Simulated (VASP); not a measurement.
A run of VASP 6.6.1:

The input INCAR:

```
PREC     = Accurate       # precision mode
ENCUT    = 520            # plane-wave cutoff, eV
EDIFF    = 1E-7           # SCF threshold, eV
ISMEAR   = 0              # smearing method
SIGMA    = 0.01           # smearing width, eV
LREAL    = False          # projectors in reciprocal space
LASPH    = True           # aspherical terms in the spheres
NELM     = 80             # most SCF steps
ALGO     = Normal         # electronic algorithm
ISIF     = 2              # what is computed and relaxed
LWAVE    = False          # write WAVECAR
LCHARG   = False          # write CHGCAR
GGA      = PE             # functional
IVDW     = 12             # dispersion correction
NBANDS   = 35             # bands
```

File KPOINTS:

```
regular mesh
0
Gamma
  12 12 4
```

The input POSCAR:

```
Te2Mo
1.0
    3.4966082482      0.0000000000      0.0000000000
   -1.7483041241      3.0281515700      0.0000000000
    0.0000000000      0.0000000000     13.6951531863
Te Mo
4 2
Direct
    0.3333333333      0.6666666667      0.6173171505
    0.6666666667      0.3333333333      0.1173171505
    0.3333333333      0.6666666667      0.8826828495
    0.6666666667      0.3333333333      0.3826828495
    0.3333333333      0.6666666667      0.2500000000
    0.6666666667      0.3333333333      0.7500000000
```

Potentials or basis: VASP PAW PBE potentials, release 64 (Te, Mo_sv).

The run is started by

```console
$ cat potpaw_PBE.64/Te/POTCAR potpaw_PBE.64/Mo_sv/POTCAR > POTCAR
$ mpirun -np 1 vasp_std > vasp.out
```

Hardware: 1 thread of Intel Xeon 8259CL, with other jobs on the host.

Question: Estimate the wall time of this run.

Answer: Wall time 11 min on 1 thread of Intel Xeon 8259CL (shared host), peak memory 0.44 GiB. Counts: scf iterations 18, k points 57.
